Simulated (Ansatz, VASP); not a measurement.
Sn: VASP beside Ansatz

INCAR

```
PREC = Accurate
ENCUT = 520
EDIFF = 1E-7
ISMEAR = 0
SIGMA = 0.1
LREAL = F
LASPH = T
NELM = 100
ALGO = Normal
ISIF = 2
LWAVE = F
LCHARG = F
LDIPOL = T
IDIPOL = 3
DIPOL = 0.5 0.5 0.500
GGA = PS
NBANDS = 81
```

KPOINTS

```
regular mesh
0
Gamma
  11 6 1
```

File POSCAR:

```
Sn
1.0
    3.1526176509      0.0000000000      0.0000000000
    0.0000000000      5.8377784409      0.0000000000
    0.0000000000      0.0000000000     26.6755568817
Sn
10
Direct
    0.5000000000      0.5000000000      0.2811562673
    0.2500000000      0.0000000000      0.2811562673
    0.0000000000      0.0000000000      0.3905781336
    0.7500000000      0.5000000000      0.3905781336
    0.5000000000      0.5000000000      0.5000000000
    0.2500000000      0.0000000000      0.5000000000
    0.0000000000      0.0000000000      0.6094218664
    0.7500000000      0.5000000000      0.6094218664
    0.5000000000      0.5000000000      0.7188437327
    0.2500000000      0.0000000000      0.7188437327
```

Input for Ansatz:

```yaml
crystal:
  lattice:
    - [3.1526176509, 0.0, 0.0]
    - [0.0, 5.8377784409, 0.0]
    - [0.0, 0.0, 26.6755568817]
  atoms:
    - { symbol: Sn, position: [0.5, 0.5, 0.2811562673] }
    - { symbol: Sn, position: [0.25, 0.0, 0.2811562673] }
    - { symbol: Sn, position: [0.0, 0.0, 0.3905781336] }
    - { symbol: Sn, position: [0.75, 0.5, 0.3905781336] }
    - { symbol: Sn, position: [0.5, 0.5, 0.5] }
    - { symbol: Sn, position: [0.25, 0.0, 0.5] }
    - { symbol: Sn, position: [0.0, 0.0, 0.6094218664] }
    - { symbol: Sn, position: [0.75, 0.5, 0.6094218664] }
    - { symbol: Sn, position: [0.5, 0.5, 0.7188437327] }
    - { symbol: Sn, position: [0.25, 0.0, 0.7188437327] }
basis:
  ecutwfc: 420
kpoints:
  mp_grid: { grid: [11, 6, 1] }
hamiltonian:
  xc: pbesol
scf:
  occupations: { method: gaussian, width: 0.1 }
output:
  forces: true
  stress: true
  eigenvalues: true
efield:
  axis: 3
  dipole_correction: true
```

Alike in both runs: task single point; functional PBEsol; k mesh 11 × 6 × 1; occupations gaussian, width 0.1 eV; no spin polarisation.

|  | VASP | Ansatz |
| --- | --- | --- |
| version | VASP 6.6.1 | Ansatz 0.2.0 |
| potentials or method | VASP PAW PBE potentials, release 64 (Sn_d), cutoff 520 eV | scalar-relativistic, plane waves, PAW |
| valence electrons in the cell | 140 | 140 |

|  | VASP | Ansatz | Ansatz less VASP |
| --- | --- | --- | --- |
| gap on the k mesh at the Fermi level (eV) | none | none | - |
| rms of the force components (eV/Å) | 0.034 | 0.034 | 0.0000 |

VASP's potentials were made for PBE, not for PBEsol. Atom by atom the forces differ by 0.001 eV/Å (rms over components). A gap of «none» marks a metal or a gap that the smearing closes.
